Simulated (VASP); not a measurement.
CdSe:

```
Cd Se
1.0
     4.18471    0.00000    0.00000
    -2.09235    3.62406    0.00000
     0.00000    0.00000    6.83363
Cd Se
2 2
Direct
  0.33333 0.66667 0.00000
  0.66667 0.33333 0.50000
  0.33333 0.66667 0.37500
  0.66667 0.33333 0.87500
```

* Program: VASP 6.6.1
* Task: relaxation of cell and atoms
* Functional: PBE
* Potentials or basis: VASP PAW PBE potentials, release 64 (Cd, Se)
* Cutoff: 600 eV
* k mesh: 6 × 6 × 4
* Occupations: fermi-dirac, width 0.02 eV
* Spin: no spin polarisation

At the start: pressure 8.9 GPa; volume 25.91 Å³/atom.

Q: How do energy, volume and symmetry change on relaxing?

A: Over 8 steps the energy falls by 97.5 meV/atom and the volume is 29.91 Å³/atom (+15.5 %); space group P6_3mc (No. 186, to 0.1 Å) before and after.

Step by step:
```csv
step,energy change (eV),largest force (eV/Å),pressure (GPa),volume (Å³)
1,0.0000,0.0096,8.94,103.64
2,-0.3360,0.0099,-2.27,126.88
3,-0.3900,0.0082,0.05,119.53
4,-0.3900,0.0083,-0.07,119.86
5,-0.3901,0.0067,0.01,119.64
6,-0.3901,0.0066,0.01,119.63
7,-0.3901,0.0055,0.01,119.64
8,-0.3901,0.0020,0.00,119.65
```

Final structure:
```
Cd Se
1.0
     4.39040    0.00000    0.00000
    -2.19520    3.80220    0.00000
     0.00000    0.00000    7.16777
Cd Se
2 2
Cartesian
  0.0000 2.5348 7.1657
  2.1952 1.2674 3.5818
  0.0000 2.5348 2.6900
  2.1952 1.2674 6.2739
```

Caveat: the volume moved by over 15 % at a fixed basis, so the end points are rough.
